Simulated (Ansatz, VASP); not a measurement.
Zr: VASP beside Ansatz

Contents of INCAR:

```
SYSTEM = Zr
PREC = Accurate
ENCUT = 520
EDIFF = 1E-6
ISMEAR = -1
SIGMA = 0.03
LREAL = .False.
LASPH = .True.
NELM = 150
ALGO = Normal
ISIF = 2
LWAVE = .False.
LCHARG = .False.
MAGMOM = 0 0 0
LORBIT = 11
LSORBIT = .True.
GGA_COMPAT = .False.
LORBMOM = .True.
LMAXMIX = 4
GGA = PE
NBANDS = 23
```

KPOINTS

```
Automatic mesh
0
Gamma
  16 16 16
  0 0 0
```

Contents of POSCAR:

```
Zr
1.0
   -1.8100000000      1.8100000000      1.8100000000
    1.8100000000     -1.8100000000      1.8100000000
    1.8100000000      1.8100000000     -1.8100000000
Zr
1
Direct
    0.0000000000      0.0000000000      0.0000000000
```

Input for Ansatz:

```yaml
crystal:
  lattice:
    - [-1.81, 1.81, 1.81]
    - [1.81, -1.81, 1.81]
    - [1.81, 1.81, -1.81]
  atoms:
    - { symbol: Zr, position: [0.0, 0.0, 0.0] }
kpoints:
  mp_grid: { grid: [16, 16, 16] }
  band_path:
    path:
      - [0.0, 0.0, 0.0]
      - [0.5, -0.5, 0.5]
      - [0.0, 0.0, 0.5]
      - [0.0, 0.0, 0.0]
      - [0.25, 0.25, 0.25]
      - [0.5, -0.5, 0.5]
      - [0.25, 0.25, 0.25]
      - [0.0, 0.0, 0.5]
    npoints: 5
scf:
  occupations: { method: fermi_dirac, width: 0.03 }
hamiltonian:
  xc: pbe
  pseudopotentials: { kind: all_electron, lapw: { basis_error: 0.0005 } }
output:
  forces: true
  stress: true
  eigenvalues: true
magnetization:
  noncollinear: true
  spin_orbit: true
```

Alike in both runs: task single point; functional PBE; k mesh 16 × 16 × 16; occupations fermi-dirac, width 0.03 eV; non-collinear spin, spin-orbit coupling.

|  | VASP | Ansatz |
| --- | --- | --- |
| version | VASP 6.6.1 | Ansatz 0.2.0 |
| potentials or method | VASP PAW PBE potentials, release 64 (Zr_sv), cutoff 520 eV | all-electron LAPW |

VASP gave:

| Quantity | Value |
| --- | --- |
| pressure (GPa) | -3.2 |
| net moment per atom (μB) | 0.00 |

Task: Estimate Ansatz's values.

Result: Pressure (GPa): -3.1; net moment per atom (μB): 0.00.

Ansatz ran all-electron here, and VASP with PAW potentials.
